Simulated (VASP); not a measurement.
AgB2, 3 atoms in the cell. Symmetry: Fm-3m, No. 225, cubic system. Conventional cell: a = 5.106 Å, b = 5.106 Å, c = 5.106 Å, α = 90.00°, β = 90.00°, γ = 90.00°. Within 2.9 Å of Ag (site symmetry m-3m) lie 8 B at 2.21 Å. Within 2.9 Å of B (site symmetry -43m) lie 4 Ag at 2.21 Å and 6 B at 2.55 Å. 

- Program: VASP 6.6.1
- Task: relaxation of cell and atoms
- Functional: PBEsol
- Potentials or basis: VASP PAW PBE potentials, release 64 (Ag, B)
- Cutoff: 600 eV
- k mesh: 7 × 7 × 7
- Occupations: methfessel-paxton, width 0.05 eV
- Spin: no spin polarisation
- Dipole correction: no
- Further INCAR settings: ALGO = Normal; EDIFF = 1e-06; IBRION = 2; EDIFFG = -0.02; NSW = 80; ISIF = 3

Potentials or basis: VASP PAW PBE potentials, release 64 (Ag, B).

Command:

```console
$ cat potpaw_PBE.64/Ag/POTCAR potpaw_PBE.64/B/POTCAR > POTCAR
$ mpirun -np 1 vasp_std > vasp.out
```

Hardware: 1 thread of Intel Xeon 8259CL (shared host).

Q: Estimate the wall time of this run.

A: Wall time 47 s on 1 thread of Intel Xeon 8259CL, with other jobs on the host, peak memory 0.18 GiB. Counts: scf iterations 19, k points 20, ion steps 2.
